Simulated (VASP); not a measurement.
Write the native input for VASP 6.6.1 that does the following.

| Item | Value |
| --- | --- |
| Task | single point |
| Functional | PBE |
| Potentials or basis | VASP PAW PBE potentials, release 64 (Sr_sv, Nb_sv) |
| Cutoff | 500 eV |
| k mesh | 5 × 5 × 5 |
| Occupations | gaussian, width 0.2 eV |
| Spin | no spin polarisation |
| Dipole correction | no |
| Further INCAR settings | ALGO = Normal; EDIFF = 1e-06; NBANDS = 18 |

The structure of SrNb lies in POSCAR:

```
SrNb
1.0
    3.8345773128      0.0000000000      0.0000000000
    0.0000000000      3.8345773128      0.0000000000
    0.0000000000      0.0000000000      3.8345773128
Sr Nb
1 1
Direct
    0.5000000000      0.5000000000      0.5000000000
    0.0000000000      0.0000000000      0.0000000000
```

One way to write it, as run:

INCAR

```
SYSTEM = SrNb
  PREC = Accurate
  ENCUT = 500
  EDIFF = 1E-6
  ISMEAR = 0
  SIGMA = 0.2
  LREAL = .FALSE.
  LASPH = .TRUE.
  NELM = 120
  ALGO = Normal
  ISIF = 2
  LWAVE = .FALSE.
  LCHARG = .FALSE.
  GGA = PE
  NBANDS = 18
  GGA_COMPAT = .FALSE.
```

KPOINTS

```
Automatic mesh
0
G
  5 5 5
  0 0 0
```

Potentials or basis: VASP PAW PBE potentials, release 64 (Sr_sv, Nb_sv).

The run is started by

```bash
$ cat potpaw_PBE.64/Sr_sv/POTCAR potpaw_PBE.64/Nb_sv/POTCAR > POTCAR
$ mpirun -np 1 vasp_std > vasp.out
```

It gave:

```json
{
  "Pressure": "-0.1 GPa"
}
```

Wall time 15 s on 1 thread of Intel Xeon 8259CL (shared host), peak memory 0.16 GiB.
